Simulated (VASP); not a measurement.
# Zn4HSe4 (a cell with a defect): single point with PBEsol

Crystal: Zn4HSe4 (a cell with a defect).

```
Zn Se H
1.0
    -4.02564   -4.02564    0.00000
    -4.02564    4.02564    0.00000
     4.02564    0.00000   -5.54062
Zn Se H
4 4 1
Cartesian
  -4.0256 0.0000 0.0000
  0.0000 0.0000 0.0000
  -2.0128 2.0128 0.0000
  -2.0128 -2.0128 0.0000
  0.0000 2.0128 -4.0575
  0.0000 -2.0128 -4.0575
  -6.0385 0.0000 -1.4831
  -2.0128 0.0000 -1.4831
  -4.0377 2.0128 4.1724
```

```
Program             : VASP 6.6.1
Task                : single point
Functional          : PBEsol
Potentials or basis : VASP PAW PBE potentials, release 64 (Zn, Se, H)
Cutoff              : 520 eV
k mesh              : 6 × 6 × 6
Occupations         : gaussian, width 0.05 eV
Spin                : no spin polarisation
```

| Quantity | Value |
| --- | --- |
| Largest force | 0.523 eV/Å |

Forces in eV/Å, atoms in the order of the input:
```
Zn   0.001 -0.159  0.049
Zn   0.001  0.159  0.049
Zn   0.162  0.000  0.048
Zn  -0.156  0.000  0.050
Se   0.001  0.000  0.523
Se   0.003  0.000  0.339
Se   0.004  0.001 -0.387
Se   0.004 -0.001 -0.387
H   -0.020  0.000 -0.283
```

Levels at points of the mesh, in eV from the Fermi level:
| k point | band 34 | band 35 | band 36 | band 37 | band 38 | band 39 |
| --- | --- | --- | --- | --- | --- | --- |
| (0.00, 0.00, 0.00) | -0.52 | 0.22 | 0.22 | 0.27 | 2.13 | 2.45 |
| (0.50, 0.00, 0.00) | -1.25 | -0.82 | -0.63 | 0.53 | 4.37 | 4.39 |
| (0.00, 0.50, 0.50) | -1.25 | -0.82 | -0.63 | 0.52 | 4.37 | 4.39 |
| (0.50, 0.50, 0.00) | -0.64 | -0.55 | -0.47 | 0.70 | 2.59 | 2.79 |
| (0.50, 0.50, 0.50) | -0.64 | -0.55 | -0.47 | 0.70 | 2.59 | 2.79 |
| (0.00, 0.00, 0.50) | -1.64 | -0.57 | -0.37 | -0.37 | 2.36 | 3.33 |

Wall time 15 min on 1 thread of Oxide Virtual Turin-like Processor, on a shared host, peak memory 0.57 GiB.

Caveat: the cell carries a net charge on a neutralising background, which shifts energy and pressure; the cell is charged against a uniform background, so pressure and absolute levels hang on convention; the PAW data sets were made with another functional, which shifts forces and pressure a little.
